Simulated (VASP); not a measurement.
Input of a VASP 6.6.1 run:

The input INCAR:

```
SYSTEM = La2LuSb3
PREC = Accurate ; ENCUT = 520
EDIFF = 1E-7 ; ISMEAR = -1
SIGMA = 0.03 ; LREAL = .False.
LASPH = .True. ; NELM = 60
ALGO = Normal ; ISIF = 2
LWAVE = .False. ; LCHARG = .False.
GGA = PS ; NBANDS = 40
```

File KPOINTS:

```
Automatic mesh
0
Gamma
  6 6 6
  0 0 0
```

File POSCAR:

```
La2LuSb3
1.0
   -2.2337335713      3.1651462565      6.6545744391
    2.2337335713     -3.1651462565      6.6545744391
    2.2337335713      3.1651462565     -6.6545744391
La Lu Sb
2 1 3
Direct
    0.6694233047      0.6694233047      0.0000000000
    0.3305766953      0.3305766953      0.0000000000
    0.0000000000      0.0000000000      0.0000000000
    0.5000000000      0.0000000000      0.5000000000
    0.1560853900      0.6560853900      0.5000000000
    0.8439146100      0.3439146100      0.5000000000
```

Potentials or basis: VASP PAW PBE potentials, release 64 (La, Lu, Sb).

The run is started by

```bash
$ cat potpaw_PBE.64/La/POTCAR potpaw_PBE.64/Lu/POTCAR potpaw_PBE.64/Sb/POTCAR > POTCAR
$ mpirun -np 1 vasp_std > vasp.out
```

Question: Predict the pressure.

Answer: 0.0 GPa.

Question: Predict the largest force.

Answer: 0.022 eV/Å.

Forces on the atoms (eV/Å):
```
La   0.000  0.000  0.004
La   0.000  0.000 -0.004
Lu   0.000  0.000  0.000
Sb   0.000  0.000  0.000
Sb   0.000  0.000  0.022
Sb   0.000  0.000 -0.022
```

Caveat: the PAW data sets were made with another functional, which shifts forces and pressure a little.
